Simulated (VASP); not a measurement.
Li: relaxation of cell and atoms with PBE+D3(BJ)

Crystal: Li.

```
Li
1.0
    -1.75465    1.75465    1.75465
     1.75465   -1.75465    1.75465
     1.75465    1.75465   -1.75465
Li
1
Direct
  0.00000 0.00000 0.00000
```

- Program: VASP 6.6.1
- Task: relaxation of cell and atoms
- Functional: PBE
- Dispersion: D3(BJ)
- Potentials or basis: VASP PAW PBE potentials, release 64 (Li_sv)
- Cutoff: 600 eV
- k mesh: 11 × 11 × 11
- Occupations: fermi-dirac, width 0.05 eV
- Spin: no spin polarisation
- Dipole correction: no
- Further INCAR settings: ALGO = Fast; EDIFF = 1e-06; IBRION = 2; EDIFFG = -0.01; NSW = 60; ISIF = 3

| Quantity | Value |
| --- | --- |
| Relaxed volume | 18.00 Å³/atom |
| Relaxed cell | a = 2.859 Å, b = 2.859 Å, c = 2.859 Å, α = 109.47°, β = 109.47°, γ = 109.47° |
| Space group after relaxing (to 0.05 Å) | Im-3m (No. 229) |
| Energy gained by relaxing | 26.2 meV/atom |
| Ionic steps | 4 |
| Pressure after relaxing | 0.1 GPa |
| Dispersion energy per atom | -0.190 eV |

The path:
| step | energy change (eV) | largest force (eV/Å) | pressure (GPa) | volume (Å³) |
| --- | --- | --- | --- | --- |
| 1 | 0.0000 | 0.0000 | -2.08 | 21.61 |
| 2 | -0.0103 | 0.0000 | -1.72 | 20.74 |
| 3 | -0.0257 | 0.0000 | -0.37 | 18.51 |
| 4 | -0.0262 | 0.0000 | 0.06 | 18.00 |

Final structure:
```cif
data_structure
_symmetry_space_group_name_H-M 'P 1'
_symmetry_Int_Tables_number 1
_cell_length_a 2.8593
_cell_length_b 2.8593
_cell_length_c 2.8593
_cell_angle_alpha 109.471
_cell_angle_beta 109.471
_cell_angle_gamma 109.471
_cell_volume 18.00
loop_
_atom_site_label
_atom_site_type_symbol
_atom_site_fract_x
_atom_site_fract_y
_atom_site_fract_z
_atom_site_occupancy
Li1 Li 0.00000 0.00000 0.00000 1
```

Levels at points of the mesh, in eV from the Fermi level:
```csv
k point,band 1,band 2,band 3,band 4,band 5
"(0.00, 0.00, 0.00)",-46.34,-3.73,15.88,15.88,15.88
```

Run time: 15 s on 1 thread of AMD EPYC 7R13 Processor (Zen 3), on a shared host, peak memory 0.11 GiB.

The cell as given is a measured one (21.61 Å³/atom); PBE+D3(BJ) puts the equilibrium volume -16.7 % from it, thermal expansion not counted.

Caveat: the cutoff is under 1.25 times the usual one of these potentials, so pressure, stress and relaxed cells hold a basis-set (Pulay) error; the volume moved by over 15 % at a fixed basis, so the end points are rough; the volume moved by -17 % from the deposited cell, more than functionals usually miss; pairwise dispersion overbinds metals, which lowers pressure and volume.
